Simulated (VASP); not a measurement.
# BeS (F-43m) in VASP: a series of runs, part 2 of 2

VASP 6.6.1.

## 6. Single point, LDA

This run uses another cell than the first one, of 12.98 Å³/atom, 1.023 times its volume.

File INCAR:

```
  ALGO = Normal
  EDIFF = 1E-6
  ENCUT = 520
  ISIF = 2
  ISMEAR = 0
  LASPH = True
  LCHARG = False
  LREAL = False
  LWAVE = False
  NBANDS = 11
  NELM = 80
  PREC = Accurate
  SIGMA = 0.01
```

File KPOINTS:

```
k-points
0
Gamma
  10 10 10
```

File POSCAR:

```
BeS
1.0
    0.0000000000      2.3498735774      2.3498735774
    2.3498735774      0.0000000000      2.3498735774
    2.3498735774      2.3498735774      0.0000000000
Be S
1 1
Direct
    0.0000000000      0.0000000000      0.0000000000
    0.7500000000      0.7500000000      0.7500000000
```

Potentials or basis: VASP PAW LDA potentials, release 64 (Be, S).

On the command line:

```bash
> cat potpaw_LDA.64/Be/POTCAR potpaw_LDA.64/S/POTCAR > POTCAR
> mpirun -np 1 vasp_std > vasp.out
```

OUTCAR:

```text
EDIFF = 1E-6
   ENCUT = 520
   ISIF = 2
   ISMEAR = 0
   LASPH = True
   LREAL = False
   NELM = 80
   PREC = Accurate

 ion  position               nearest neighbor table
   1  0.000  0.000  0.000-   2 2.04   2 2.04   2 2.04   2 2.04
   2  0.750  0.750  0.750-   1 2.04   1 2.04   1 2.04   1 2.04

  LATTYP: Found a face centered cubic cell.
 ALAT       =     4.6997471548

  Lattice vectors:

 A1 = (   0.0000000000,   2.3498735774,   2.3498735774)
 A2 = (   2.3498735774,   0.0000000000,   2.3498735774)
 A3 = (   2.3498735774,   2.3498735774,   0.0000000000)

Analysis of symmetry for initial positions (statically):
=====================================================================
 Subroutine PRICEL returns:
 Original cell was already a primitive cell.

 Routine SETGRP: Setting up the symmetry group for a
 face centered cubic supercell.

 Subroutine GETGRP returns: Found 24 space group operations
 (whereof 24 operations were pure point group operations)
 out of a pool of 48 trial point group operations.

The static configuration has the point symmetry T_d .

Analysis of symmetry for dynamics (positions and initial velocities):
=====================================================================
 Subroutine PRICEL returns:
 Original cell was already a primitive cell.

 Routine SETGRP: Setting up the symmetry group for a
 face centered cubic supercell.

 Subroutine GETGRP returns: Found 24 space group operations
 (whereof 24 operations were pure point group operations)
 out of a pool of 48 trial point group operations.

The dynamic configuration has the point symmetry T_d .

 Subroutine INISYM returns: Found 24 space group operations
 (whereof 24 operations are pure point group operations),
 and found     1 'primitive' translations

----------------------------------------------------------------------------------------

                                     Primitive cell

  volume of cell :      25.9516

  direct lattice vectors                    reciprocal lattice vectors
     0.000000000  2.349873577  2.349873577    -0.212777404  0.212777404  0.212777404
     2.349873577  0.000000000  2.349873577     0.212777404 -0.212777404  0.212777404
     2.349873577  2.349873577  0.000000000     0.212777404  0.212777404 -0.212777404

  length of vectors
     3.323223083  3.323223083  3.323223083     0.368541275  0.368541275  0.368541275

  position of ions in fractional coordinates (direct lattice)
     0.000000000  0.000000000  0.000000000
     0.750000000  0.750000000  0.750000000

  ion indices of the primitive-cell ions
   primitive index   ion index
                 1           1
                 2           2

----------------------------------------------------------------------------------------

 KPOINTS: k-points

Automatic generation of k-mesh.
 Grid dimensions read from file:
 generate k-points for:   10   10   10

 Generating k-lattice:

  Cartesian coordinates                     Fractional coordinates (reciprocal lattice)
    -0.021277740  0.021277740  0.021277740     0.100000000  0.000000000  0.000000000
     0.021277740 -0.021277740  0.021277740     0.000000000  0.100000000  0.000000000
     0.021277740  0.021277740 -0.021277740     0.000000000  0.000000000  0.100000000

  Length of vectors
     0.036854127  0.036854127  0.036854127

  Shift w.r.t. Gamma in fractional coordinates (k-lattice)
     0.000000000  0.000000000  0.000000000

 Subroutine IBZKPT returns following result:
 ===========================================

 Found     47 irreducible k-points:

 Following reciprocal coordinates:
            Coordinates               Weight
  0.000000  0.000000  0.000000      1.000000
  0.100000  0.000000  0.000000      8.000000
  0.200000  0.000000  0.000000      8.000000
  0.300000  0.000000  0.000000      8.000000
  0.400000  0.000000  0.000000      8.000000
  0.500000  0.000000  0.000000      4.000000
[... 16 lines left out ...]
  0.300000  0.300000  0.000000      6.000000
  0.400000  0.300000  0.000000     24.000000
 [... further k-points ...]
   k-points           NKPTS =     47   k-points in BZ     NKDIM =     47   number of bands    NBANDS=     11
   number of dos      NEDOS =    301   number of ions     NIONS =      2
   total plane-waves  NPLWV =  21952
   dimension x,y,z NGX =    28 NGY =   28 NGZ =   28
   dimension x,y,z NGXF=    56 NGYF=   56 NGZF=   56
   ions per type =               1   1
   NGX,Y,Z   is equivalent  to a cutoff of  14.01, 14.01, 14.01 a.u.
   NGXF,Y,Z  is equivalent  to a cutoff of  28.01, 28.01, 28.01 a.u.
 SYSTEM =  unknown system
   PREC   = accura    normal or accurate (medium, high low for compatibility)
   ISTART =      0    job   : 0-new  1-cont  2-samecut
   ICHARG =      2    charge: 1-file 2-atom 10-const
   ISPIN  =      1    spin polarized calculation?
   LNONCOLLINEAR =      F non collinear calculations
   LSORBIT =      F    spin-orbit coupling
   LASPH  =      T    aspherical Exc in radial PAW
   ENCUT  =  520.0 eV  38.22 Ry    6.18 a.u.   6.18  6.18  6.18*2*pi/ulx,y,z
   NELM   =     80;   NELMIN=  2; NELMDL= -5     # of ELM steps
   EDIFF  = 0.1E-05   stopping-criterion for ELM
   LREAL  =      F    real-space projection
   EDIFFG = 0.1E-04   stopping-criterion for IOM
   NSW    =      0    number of steps for IOM
   IBRION =     -1    ionic relax: 0-MD 1-quasi-New 2-CG
   NFREE  =      0    steps in history (QN), initial steepest desc. (CG)
   ISIF   =      2    stress and relaxation
   ISYM   =      2    0-nonsym 1-usesym 2-fastsym
   POTIM  = 0.5000    time-step for ionic-motion
   TEBEG  =    0.0;   TEEND  =   0.0 temperature during run
   PSTRESS=    0.0 pullay stress
   NELECT =       8.0000    total number of electrons
   NUPDOWN=      -1.0000    fix difference up-down
   EMIN   =  10.00;   EMAX   =-10.00  energy-range for DOS
   EFERMI =   0.00;   METHOD = LEGACY
   ISMEAR =     0;   SIGMA  =   0.01  broadening in eV -4-tet -1-fermi 0-gaus
   EFERMI_NEDOS =   21; number of points for ismear=-14 and -15
   IALGO  =     38    algorithm
   IMIX   =      4    mixing-type and parameters
     AMIX     =   0.40;   BMIX     =  1.00
     AMIX_MAG =   1.60;   BMIX_MAG =  1.00
  volume/ion in A,a.u.               =      12.98        87.56
  Fermi-wavevector in a.u.,A,eV,Ry     =   1.105903  2.089853 16.640214  1.223021
  Thomas-Fermi vector in A             =   2.242396
   LORBIT       =      0    0 simple, 1 ext, 2 COOP (PROOUT), +10 PAW based schemes
   GGA     = CA    functional components
   LHFCALC =     F    Hartree Fock is set to
   AEXX    =    0.0000 exact exchange contribution
   IVDW    =     0    specifies the selected vdW correction
   LEPSILON=     F    determine dielectric tensor
   LRPA    =     F    only Hartree local field effects (RPA)
 non-spin polarized calculation
 Gauss-broadening in eV      SIGMA  =   0.01
  energy-cutoff  :      520.00
  volume of cell :       25.95
 maximum number of plane-waves:       725
 NGX is ok and might be reduce to    28
   NGX = 13   NGY = 13   NGZ = 13

 number of electron       8.0000000 magnetization

 Free energy of the ion-electron system (eV)
  ---------------------------------------------------
  ext. energy  EPLUGINS =         0.00000000
  ---------------------------------------------------
  free energy    TOTEN  =       -11.10776859 eV

  energy without entropy =      -11.10776859  energy(sigma->0) =      -11.10776859

 E-fermi :   5.1717     XC(G=0): -10.3698

 val. band max:        5.0564060076   @ k =   0.0000   0.0000   0.0000
 cond. band min:       7.7404666427   @ k =   0.5000   0.5000   0.0000
 fundamental gap:      2.6840606352
 Fermi energy:         5.1716739276

 k-point     1 :       0.0000    0.0000    0.0000
  band No.  band energies     occupation
      1      -9.2692      2.00000
      2       5.0564      2.00000
      3       5.0564      2.00000
      4       5.0564      2.00000
      5      10.5435      0.00000
      6      10.5435      0.00000
      7      10.5435      0.00000
      8      11.5582      0.00000
      9      18.0562      0.00000
     10      18.0562      0.00000
     11      20.4109      0.00000
[... 309 lines left out ...]
 k-point    24 :       0.4000    0.3000    0.0000
  band No.  band energies     occupation
      1      -7.4127      2.00000
      2       0.5091      2.00000
      3       2.2502      2.00000
      4       2.5410      2.00000
      5       8.8215      0.00000
      6      10.7321      0.00000
      7      15.6020      0.00000
      8      15.6272      0.00000
      9      19.7171      0.00000
     10      20.8214      0.00000
     11      22.5354      0.00000

 [... further k-points ...]

------------------------ aborting loop because EDIFF is reached ----------------------------------------

  FORCE on cell =-STRESS in cart. coord.  units (eV):
  Direction    XX          YY          ZZ          XY          YZ          ZX
  --------------------------------------------------------------------------------------
  -------------------------------------------------------------------------------------
  Total        1.1379467      1.1379467      1.1379467     -0.0000000      0.0000000      0.0000000
  in kB       70.2536710     70.2536710     70.2536710     -0.0000000      0.0000000      0.0000000
  external PRESSURE =      70.2536710 kB  Pullay stress =       0.0000000 kB

 VOLUME and BASIS-vectors are now :
 -----------------------------------------------------------------------------
  energy-cutoff  :      520.00
  volume of cell :       25.95
      direct lattice vectors                 reciprocal lattice vectors
     0.000000000  2.349873577  2.349873577    -0.212777404  0.212777404  0.212777404
     2.349873577  0.000000000  2.349873577     0.212777404 -0.212777404  0.212777404
     2.349873577  2.349873577  0.000000000     0.212777404  0.212777404 -0.212777404

 POSITION                                       TOTAL-FORCE (eV/Angst)
 -----------------------------------------------------------------------------------
      0.00000      0.00000      0.00000        -0.000000     -0.000000     -0.000000
      3.52481      3.52481      3.52481         0.000000      0.000000      0.000000
 -----------------------------------------------------------------------------------
    total drift:                                0.000000      0.000000      0.000000

  FREE ENERGIE OF THE ION-ELECTRON SYSTEM (eV)
  ---------------------------------------------------
  free  energy   TOTEN  =       -11.1077685916 eV

  energy  without entropy=      -11.1077685916  energy(sigma->0) =      -11.10776859
```

Run time: 23 s. Hardware: 1 thread of Intel Xeon 8259CL, shared host; peak memory 0.14 GiB.

What came out:

* Free energy: -11.1078 eV
* Pressure: 7.0 GPa
* Band gap on the k mesh: 2.68 eV, indirect (least direct gap 5.49 eV)

A k mesh can miss the band edges. As with any semilocal functional, this LDA gap is likely too small.

## 7. Overview

| cell | gap on the mesh (eV) | pressure (GPa) |
| --- | --- | --- |
| a = 3.298 Å, angles 60.0°, 2 atoms | 2.63 | 10.0 |
| a = 3.261 Å, angles 60.0°, 2 atoms | 2.53 | 15.0 |
| a = 3.370 Å, angles 60.0°, 2 atoms | 2.79 | 2.1 |
| a = 3.350 Å, angles 60.0°, 2 atoms | 2.75 | 4.0 |
| a = 3.323 Å, angles 60.0°, 2 atoms | 2.68 | 7.0 |

Alike in all rows: task single point; level LDA; potentials or basis VASP PAW LDA potentials, release 64 (Be, S); no spin polarisation; k mesh 10 × 10 × 10; cutoff (eV) 520; smearing gaussian 0.01 eV.

Absolute energies hang on the potentials; compare differences alone.
